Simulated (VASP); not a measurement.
Crystal: Si2W.

```
W Si
1.0
    -1.60690    1.60690    3.91495
     1.60690   -1.60690    3.91495
     1.60690    1.60690   -3.91495
W Si
1 2
Cartesian
  0.0000 0.0000 0.0000
  0.0000 0.0000 5.2092
  0.0000 0.0000 2.6207
```

```yaml
Program: VASP 6.6.1
Task: relaxation of cell and atoms
Functional: RPBE
Dispersion: D4
Potentials_or_basis: VASP PAW PBE potentials, release 64 (W_sv, Si)
Cutoff: 600 eV
k_mesh: 12 × 12 × 12
Occupations: fermi-dirac, width 0.05 eV
Spin: no spin polarisation
```

At the start: pressure -6.3 GPa; volume 13.48 Å³/atom.

Problem. How do energy, volume and symmetry change on relaxing?

Solution. Over 9 steps the energy falls by 7.9 meV/atom and the volume is 13.11 Å³/atom (-2.7 %); space group I4/mmm (No. 139, to 0.1 Å) before and after.

Step by step:
| step | energy change (eV) | largest force (eV/Å) | pressure (GPa) | volume (Å³) |
| --- | --- | --- | --- | --- |
| 1 | 0.0000 | 0.1094 | -6.27 | 40.44 |
| 2 | 0.0533 | 0.1989 | 13.55 | 37.43 |
| 3 | -0.0224 | 0.1429 | 0.05 | 39.34 |
| 4 | -0.0224 | 0.1439 | 0.14 | 39.32 |
| 5 | -0.0236 | 0.0072 | 0.05 | 39.30 |
| 6 | -0.0236 | 0.0235 | 0.07 | 39.31 |
| 7 | -0.0236 | 0.0260 | 0.07 | 39.31 |
| 8 | -0.0236 | 0.0096 | -0.09 | 39.33 |
| 9 | -0.0237 | 0.0005 | -0.05 | 39.33 |

Final structure:
```cif
data_structure
_symmetry_space_group_name_H-M 'P 1'
_symmetry_Int_Tables_number 1
_cell_length_a 4.4925
_cell_length_b 4.4925
_cell_length_c 4.4925
_cell_angle_alpha 138.547
_cell_angle_beta 138.547
_cell_angle_gamma 60.066
_cell_volume 39.33
loop_
_atom_site_label
_atom_site_type_symbol
_atom_site_fract_x
_atom_site_fract_y
_atom_site_fract_z
_atom_site_occupancy
W1 W 0.00000 0.00000 0.00000 1
Si1 Si 0.66636 0.66636 0.00000 1
Si2 Si 0.33364 0.33364 0.00000 1
```

Caveat: the PAW data sets were made with another functional, which shifts forces and pressure a little.
